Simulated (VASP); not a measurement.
# WSe2 in VASP: single point with PBE

Aim: the single point of WSe2 with PBE.

Program: VASP 6.6.1. These are calculated values, not measurements. Logs are shortened: lines on timing, memory, paths and dates and some standing lists are left out, and cuts for length are marked.

### Step 1. The cell of the first run

The cell holds a slab with vacuum, 12 atoms: a = 3.320 Å, b = 3.320 Å, c = 38.633 Å, α = 90.00°, β = 90.00°, γ = 120.00°.

### Step 2. Single point, PBE

File INCAR:

```
PREC = Accurate
ENCUT = 520
EDIFF = 1E-7
ISMEAR = 0
SIGMA = 0.05
LREAL = False
LASPH = True
NELM = 100
ALGO = Normal
ISIF = 2
LWAVE = False
LCHARG = False
GGA = PE
NBANDS = 64
```

File KPOINTS:

```
regular mesh
0
Gamma
  9 9 1
```

File POSCAR:

```
WSe2
1.0
    3.3204748274      0.0000000000      0.0000000000
   -1.6602374137      2.8756155532      0.0000000000
    0.0000000000      0.0000000000     38.6329385217
W Se
4 8
Direct
    0.6666666667      0.3333333333      0.9016861834
    0.6666666667      0.3333333333      0.2952336249
    0.3333333333      0.6666666667      0.7047663751
    0.3333333333      0.6666666667      0.0983138166
    0.3333333333      0.6666666667      0.9451315259
    0.3333333333      0.6666666667      0.3386744699
    0.6666666667      0.3333333333      0.7482128026
    0.6666666667      0.3333333333      0.1417590464
    0.3333333333      0.6666666667      0.8582409536
    0.3333333333      0.6666666667      0.2517871974
    0.6666666667      0.3333333333      0.6613255301
    0.6666666667      0.3333333333      0.0548684741
```

Potentials or basis: VASP PAW PBE potentials, release 64 (W_sv, Se).

On the command line:

```
$ cat potpaw_PBE.64/W_sv/POTCAR potpaw_PBE.64/Se/POTCAR > POTCAR
$ mpirun -np 1 vasp_std > vasp.out
```

OUTCAR:

```text
PREC = Accurate
   ENCUT = 520
   EDIFF = 1E-7
   ISMEAR = 0
   LREAL = False
   LASPH = True
   NELM = 100
   ISIF = 2
   GGA = PE

 ion  position               nearest neighbor table
   1  0.667  0.333  0.902-   9 2.55   9 2.55   9 2.55   5 2.55   5 2.55   5 2.55
   2  0.667  0.333  0.295-   6 2.55   6 2.55   6 2.55  10 2.55  10 2.55  10 2.55
   3  0.333  0.667  0.705-  11 2.55  11 2.55  11 2.55   7 2.55   7 2.55   7 2.55
   4  0.333  0.667  0.098-   8 2.55   8 2.55   8 2.55  12 2.55  12 2.55  12 2.55
   5  0.333  0.667  0.945-   1 2.55   1 2.55   1 2.55
   6  0.333  0.667  0.339-   2 2.55   2 2.55   2 2.55
   7  0.667  0.333  0.748-   3 2.55   3 2.55   3 2.55
   8  0.667  0.333  0.142-   4 2.55   4 2.55   4 2.55
   9  0.333  0.667  0.858-   1 2.55   1 2.55   1 2.55
  10  0.333  0.667  0.252-   2 2.55   2 2.55   2 2.55
  11  0.667  0.333  0.661-   3 2.55   3 2.55   3 2.55
  12  0.667  0.333  0.055-   4 2.55   4 2.55   4 2.55

  LATTYP: Found a hexagonal cell.
 ALAT       =     3.3204748274
 C/A-ratio  =    11.6347632582

  Lattice vectors:

 A1 = (   3.3204748274,   0.0000000000,   0.0000000000)
 A2 = (  -1.6602374137,   2.8756155532,   0.0000000000)
 A3 = (   0.0000000000,   0.0000000000,  38.6329385217)

Analysis of symmetry for initial positions (statically):
=====================================================================
 Subroutine PRICEL returns:
 Original cell was already a primitive cell.

 Routine SETGRP: Setting up the symmetry group for a
 hexagonal supercell.

 Subroutine GETGRP returns: Found 12 space group operations
 (whereof 12 operations were pure point group operations)
 out of a pool of 24 trial point group operations.

The static configuration has the point symmetry D_3d.

Analysis of symmetry for dynamics (positions and initial velocities):
=====================================================================
 Subroutine PRICEL returns:
 Original cell was already a primitive cell.

 Routine SETGRP: Setting up the symmetry group for a
 hexagonal supercell.

 Subroutine GETGRP returns: Found 12 space group operations
 (whereof 12 operations were pure point group operations)
 out of a pool of 24 trial point group operations.

The dynamic configuration has the point symmetry D_3d.

 Subroutine INISYM returns: Found 12 space group operations
 (whereof 12 operations are pure point group operations),
 and found     1 'primitive' translations

----------------------------------------------------------------------------------------

                                     Primitive cell

  volume of cell :     368.8831

  direct lattice vectors                    reciprocal lattice vectors
     3.320474827  0.000000000  0.000000000     0.301161747  0.173875816  0.000000000
    -1.660237414  2.875615553  0.000000000     0.000000000  0.347751631  0.000000000
     0.000000000  0.000000000 38.632938522     0.000000000  0.000000000  0.025884648

  length of vectors
     3.320474827  3.320474827 38.632938522     0.347751631  0.347751631  0.025884648

  position of ions in fractional coordinates (direct lattice)
     0.666666667  0.333333333  0.901686183
     0.666666667  0.333333333  0.295233625
     0.333333333  0.666666667  0.704766375
     0.333333333  0.666666667  0.098313817
     0.333333333  0.666666667  0.945131526
     0.333333333  0.666666667  0.338674470
     0.666666667  0.333333333  0.748212803
     0.666666667  0.333333333  0.141759046
     0.333333333  0.666666667  0.858240954
     0.333333333  0.666666667  0.251787197
     0.666666667  0.333333333  0.661325530
     0.666666667  0.333333333  0.054868474

  ion indices of the primitive-cell ions
   primitive index   ion index
                 1           1
                 2           2
                 3           3
                 4           4
                 5           5
                 6           6
                 7           7
                 8           8
                 9           9
                10          10
                11          11
                12          12

----------------------------------------------------------------------------------------

 KPOINTS: regular mesh

Automatic generation of k-mesh.
 Grid dimensions read from file:
 generate k-points for:    9    9    1

 Generating k-lattice:

  Cartesian coordinates                     Fractional coordinates (reciprocal lattice)
     0.033462416  0.019319535  0.000000000     0.111111111  0.000000000  0.000000000
     0.000000000  0.038639070  0.000000000     0.000000000  0.111111111  0.000000000
     0.000000000  0.000000000  0.025884648     0.000000000  0.000000000  1.000000000

  Length of vectors
     0.038639070  0.038639070  0.025884648

  Shift w.r.t. Gamma in fractional coordinates (k-lattice)
     0.000000000  0.000000000  0.000000000

 Subroutine IBZKPT returns following result:
 ===========================================

 Found     12 irreducible k-points:

 Following reciprocal coordinates:
            Coordinates               Weight
  0.000000  0.000000  0.000000      1.000000
  0.111111  0.000000  0.000000      6.000000
  0.222222 -0.000000  0.000000      6.000000
  0.333333  0.000000  0.000000      6.000000
  0.444444 -0.000000  0.000000      6.000000
  0.111111  0.111111  0.000000      6.000000
  0.222222  0.111111  0.000000     12.000000
  0.333333  0.111111  0.000000     12.000000
  0.444444  0.111111  0.000000      6.000000
  0.222222  0.222222  0.000000      6.000000
  0.333333  0.222222  0.000000     12.000000
  0.333333  0.333333  0.000000      2.000000
   k-points           NKPTS =     12   k-points in BZ     NKDIM =     12   number of bands    NBANDS=     64
   number of dos      NEDOS =    301   number of ions     NIONS =     12
   total plane-waves  NPLWV = 225792
   dimension x,y,z NGX =    28 NGY =   28 NGZ =  288
   dimension x,y,z NGXF=    56 NGYF=   56 NGZF=  576
   ions per type =               4   8
   NGX,Y,Z   is equivalent  to a cutoff of  14.02, 14.02, 12.39 a.u.
   NGXF,Y,Z  is equivalent  to a cutoff of  28.04, 28.04, 24.79 a.u.
 SYSTEM =  unknown system
   PREC   = accura    normal or accurate (medium, high low for compatibility)
   ISTART =      0    job   : 0-new  1-cont  2-samecut
   ICHARG =      2    charge: 1-file 2-atom 10-const
   ISPIN  =      1    spin polarized calculation?
   LNONCOLLINEAR =      F non collinear calculations
   LSORBIT =      F    spin-orbit coupling
   LASPH  =      T    aspherical Exc in radial PAW
   ENCUT  =  520.0 eV  38.22 Ry    6.18 a.u.   6.17  6.17 71.83*2*pi/ulx,y,z
   NELM   =    100;   NELMIN=  2; NELMDL= -5     # of ELM steps
   EDIFF  = 0.1E-06   stopping-criterion for ELM
   LREAL  =      F    real-space projection
   EDIFFG = 0.1E-05   stopping-criterion for IOM
   NSW    =      0    number of steps for IOM
   IBRION =     -1    ionic relax: 0-MD 1-quasi-New 2-CG
   NFREE  =      0    steps in history (QN), initial steepest desc. (CG)
   ISIF   =      2    stress and relaxation
   ISYM   =      2    0-nonsym 1-usesym 2-fastsym
   POTIM  = 0.5000    time-step for ionic-motion
   TEBEG  =    0.0;   TEEND  =   0.0 temperature during run
   PSTRESS=    0.0 pullay stress
   NELECT =     104.0000    total number of electrons
   NUPDOWN=      -1.0000    fix difference up-down
   EMIN   =  10.00;   EMAX   =-10.00  energy-range for DOS
   EFERMI =   0.00;   METHOD = LEGACY
   ISMEAR =     0;   SIGMA  =   0.05  broadening in eV -4-tet -1-fermi 0-gaus
   EFERMI_NEDOS =   21; number of points for ismear=-14 and -15
   IALGO  =     38    algorithm
   IMIX   =      4    mixing-type and parameters
     AMIX     =   0.40;   BMIX     =  1.00
     AMIX_MAG =   1.60;   BMIX_MAG =  1.00
  volume/ion in A,a.u.               =      30.74       207.45
  Fermi-wavevector in a.u.,A,eV,Ry     =   1.073469  2.028563 15.678492  1.152337
  Thomas-Fermi vector in A             =   2.209270
   LORBIT       =      0    0 simple, 1 ext, 2 COOP (PROOUT), +10 PAW based schemes
   GGA     = PE    functional components
   LHFCALC =     F    Hartree Fock is set to
   AEXX    =    0.0000 exact exchange contribution
   IVDW    =     0    specifies the selected vdW correction
   LEPSILON=     F    determine dielectric tensor
   LRPA    =     F    only Hartree local field effects (RPA)
 non-spin polarized calculation
 Gauss-broadening in eV      SIGMA  =   0.05
  energy-cutoff  :      520.00
  volume of cell :      368.88
 maximum number of plane-waves:      9990
 NGX is ok and might be reduce to    28
   NGX = 13   NGY = 13   NGZ =143

 number of electron     103.9999999 magnetization

 Free energy of the ion-electron system (eV)
  ---------------------------------------------------
  ext. energy  EPLUGINS =         0.00000000
  ---------------------------------------------------
  free energy    TOTEN  =       -86.50802732 eV

  energy without entropy =      -86.50802732  energy(sigma->0) =      -86.50802732

 E-fermi :   2.5504     XC(G=0):  -7.6929

 val. band max:        2.2145208462   @ k =   0.3333   0.3333   0.0000
 cond. band min:       3.7438871943   @ k =   0.3333   0.3333   0.0000
 fundamental gap:      1.5293663481
 Fermi energy:         2.5504139206

 k-point     1 :       0.0000    0.0000    0.0000
  band No.  band energies     occupation
      1     -71.8847      2.00000
      2     -71.8847      2.00000
      3     -71.8844      2.00000
      4     -71.8844      2.00000
      5     -36.1039      2.00000
      6     -36.1039      2.00000
[... 56 lines left out ...]
     63       5.2635      0.00000
     64       5.2675      0.00000

 k-point     2 :       0.1111    0.0000    0.0000
  band No.  band energies     occupation
      1     -71.8837      2.00000
      2     -71.8837      2.00000
      3     -71.8834      2.00000
      4     -71.8834      2.00000
      5     -36.0993      2.00000
      6     -36.0993      2.00000
[... 56 lines left out ...]
     63       5.0464      0.00000
     64       5.0530      0.00000

 k-point     3 :       0.2222   -0.0000    0.0000
  band No.  band energies     occupation
      1     -71.8810      2.00000
      2     -71.8810      2.00000
      3     -71.8808      2.00000
      4     -71.8807      2.00000
      5     -36.0884      2.00000
      6     -36.0884      2.00000
[... 592 lines left out ...]
     63       5.2887      0.00000
     64       5.3333      0.00000

 k-point    12 :       0.3333    0.3333    0.0000
  band No.  band energies     occupation
      1     -71.8747      2.00000
      2     -71.8747      2.00000
      3     -71.8744      2.00000
      4     -71.8744      2.00000
      5     -36.1572      2.00000
      6     -36.1572      2.00000
[... 56 lines left out ...]
     63       5.6364      0.00000
     64       5.6364      0.00000

------------------------ aborting loop because EDIFF is reached ----------------------------------------

  FORCE on cell =-STRESS in cart. coord.  units (eV):
  Direction    XX          YY          ZZ          XY          YZ          ZX
  --------------------------------------------------------------------------------------
  -------------------------------------------------------------------------------------
  Total        0.3939151      0.3939151      0.5424133      0.0000000     -0.0000000     -0.0000000
  in kB        1.7108995      1.7108995      2.3558745      0.0000000     -0.0000000     -0.0000000
  external PRESSURE =       1.9258912 kB  Pullay stress =       0.0000000 kB

 VOLUME and BASIS-vectors are now :
 -----------------------------------------------------------------------------
  energy-cutoff  :      520.00
  volume of cell :      368.88
      direct lattice vectors                 reciprocal lattice vectors
     3.320474827  0.000000000  0.000000000     0.301161747  0.173875816  0.000000000
    -1.660237414  2.875615553  0.000000000     0.000000000  0.347751631  0.000000000
     0.000000000  0.000000000 38.632938522     0.000000000  0.000000000  0.025884648

 POSITION                                       TOTAL-FORCE (eV/Angst)
 -----------------------------------------------------------------------------------
      1.66024      0.95854     34.83479         0.000000     -0.000000      0.000105
      1.66024      0.95854     11.40574        -0.000000      0.000000      0.000289
     -0.00000      1.91708     27.22720        -0.000000      0.000000     -0.000289
     -0.00000      1.91708      3.79815        -0.000000      0.000000     -0.000105
     -0.00000      1.91708     36.51321         0.000000      0.000000      0.042801
     -0.00000      1.91708     13.08399         0.000000      0.000000      0.043316
      1.66024      0.95854     28.90566         0.000000      0.000000      0.042514
      1.66024      0.95854      5.47657         0.000000     -0.000000      0.042988
     -0.00000      1.91708     33.15637        -0.000000      0.000000     -0.042988
     -0.00000      1.91708      9.72728        -0.000000     -0.000000     -0.042514
      1.66024      0.95854     25.54895         0.000000      0.000000     -0.043316
      1.66024      0.95854      2.11973         0.000000      0.000000     -0.042801
 -----------------------------------------------------------------------------------
    total drift:                                0.000000      0.000000      0.000000

  FREE ENERGIE OF THE ION-ELECTRON SYSTEM (eV)
  ---------------------------------------------------
  free  energy   TOTEN  =       -86.5080273189 eV

  energy  without entropy=      -86.5080273189  energy(sigma->0) =      -86.50802732
```

Wall time 12 min (1 thread of Intel Xeon Platinum 8259CL at 2.50GHz (Skylake/Cascade Lake), shared host); peak memory 0.62 GiB.

What came out:

```
Free energy            : -86.5080 eV
Largest force          : 0.043 eV/Å
Band gap on the k mesh : 1.53 eV, direct
```

Forces on the atoms (eV/Å):
```
W    0.000  0.000  0.000
W    0.000  0.000  0.000
W    0.000  0.000  0.000
W    0.000  0.000  0.000
Se   0.000  0.000  0.043
Se   0.000  0.000  0.043
Se   0.000  0.000  0.043
Se   0.000  0.000  0.043
Se   0.000  0.000 -0.043
Se   0.000  0.000 -0.043
Se   0.000  0.000 -0.043
Se   0.000  0.000 -0.043
```

Caveat: spin-orbit coupling is left out, which moves the levels of the heavy elements.
